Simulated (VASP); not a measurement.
A run of VASP 6.6.1:

File INCAR:

```
PREC     = Accurate       # precision mode
ENCUT    = 520            # plane-wave cutoff, eV
EDIFF    = 1E-6           # SCF threshold, eV
ISMEAR   = 1              # smearing method
SIGMA    = 0.1            # smearing width, eV
LREAL    = F              # projectors in reciprocal space
LASPH    = T              # aspherical terms in the spheres
NELM     = 100            # most SCF steps
ALGO     = Normal         # electronic algorithm
ISIF     = 2              # what is computed and relaxed
LWAVE    = F              # write WAVECAR
LCHARG   = F              # write CHGCAR
NBANDS   = 14             # bands
```

KPOINTS

```
Automatic mesh
0
Gamma
  9 9 5
```

The input POSCAR:

```
Na
1.0
    3.5643148385      0.0000000000      0.0000000000
   -1.7821574192      3.0867871972      0.0000000000
    0.0000000000      0.0000000000      6.0492827377
Na
2
Direct
    0.3333333333      0.6666666667      0.2500000000
    0.6666666667      0.3333333333      0.7500000000
```

Potentials or basis: VASP PAW LDA potentials, release 64 (Na_pv).

Run with:

```console
$ cat potpaw_LDA.64/Na_pv/POTCAR > POTCAR
$ mpirun -np 1 vasp_std > vasp.out
```

Hardware: 1 thread of AMD EPYC 9R45 (Zen 5), with other jobs on the host.

Q: Estimate the wall time of this run.

A: Wall time 16 s on 1 thread of AMD EPYC 9R45 (Zen 5), with other jobs on the host, peak memory 0.12 GiB. Counts: scf iterations 9, k points 36.
